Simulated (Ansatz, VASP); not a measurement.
# One calculation of ZnCd2Te3, two programs

```
CELL_PARAMETERS angstrom
5.24360 0.00000 0.00000
0.00000 5.24360 0.00000
0.00000 0.00000 10.87515
ATOMIC_POSITIONS crystal
Zn 0.50000 0.50000 0.00000
Cd 0.50000 0.00000 0.00000
Cd 0.00000 0.50000 0.00000
Te 0.50000 0.50000 0.24484
Te 0.50000 0.50000 0.75516
Te 0.50000 0.50000 0.50000
```

Alike in both runs: task relaxation of cell and atoms; functional PBE; k mesh 8 × 8 × 4; occupations gaussian, width 0.1 eV; no spin polarisation.

|  | VASP | Ansatz |
| --- | --- | --- |
| version | VASP 6.6.1 | Ansatz 0.2.0 |
| potentials or method | VASP PAW PBE potentials, release 64 (Zn, Cd, Te), cutoff 600 eV | scalar-relativistic, plane waves, PAW |
| valence electrons in the cell | 54 | 100 |

Ansatz gave:

| Quantity | Value |
| --- | --- |
| gap on the k mesh at the Fermi level, each at its own relaxed structure (eV) | none |
| relaxed volume (Å³/atom) | 50.40 |
| relaxed length of the cell vector where the two differ most in proportion (Å) | 5.256 |

Problem. What did VASP give for the same quantities?

Solution. gap on the k mesh at the Fermi level, each at its own relaxed structure (eV): none; relaxed volume (Å³/atom): 50.78; relaxed length of the cell vector where the two differ most in proportion (Å): 5.277.

A gap of «none» marks a metal or a gap that the smearing closes. VASP's potentials hold 54 valence electrons a cell and Ansatz's 100, so a difference there can come from the potentials and not from the codes.

Spin-orbit coupling is off throughout.
